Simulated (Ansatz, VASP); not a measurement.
# One calculation of BaTe, two programs

```
Ba Te
1.0
     2.44892   -4.24166    0.00000
    -7.34677   -4.24166    0.00000
     0.00000    0.00000   -8.58992
Ba Te
4 4
Direct
  0.50000 0.50000 0.00000
  0.00000 0.00000 0.00000
  0.50000 0.50000 0.50000
  0.00000 0.00000 0.50000
  0.50000 0.83333 0.25000
  0.00000 0.33333 0.25000
  0.00000 0.66667 0.75000
  0.50000 0.16667 0.75000
```

Alike in both runs: task single point; functional PBE; k mesh 4 × 2 × 2; occupations gaussian, width 0.1 eV; no spin polarisation.

|  | VASP | Ansatz |
| --- | --- | --- |
| version | VASP 6.6.1 | Ansatz 0.2.0 |
| potentials or method | VASP PAW PBE potentials, release 64 (Ba_sv, Te), cutoff 520 eV | scalar-relativistic, plane waves, PAW |
| valence electrons in the cell | 64 | 104 |

```tsv
	VASP	Ansatz	Ansatz less VASP
gap on the k mesh at the Fermi level (eV)	1.67	1.75	+0.081
least direct gap on the mesh (eV)	1.67	1.75	+0.080
pressure (GPa)	0.3	0.0	-0.32
```

With one functional, cell and mesh, what is left measures potentials, basis and numerics. VASP's potentials hold 64 valence electrons a cell and Ansatz's 104, so a difference there can come from the potentials and not from the codes.

Neither program's run includes spin-orbit coupling.
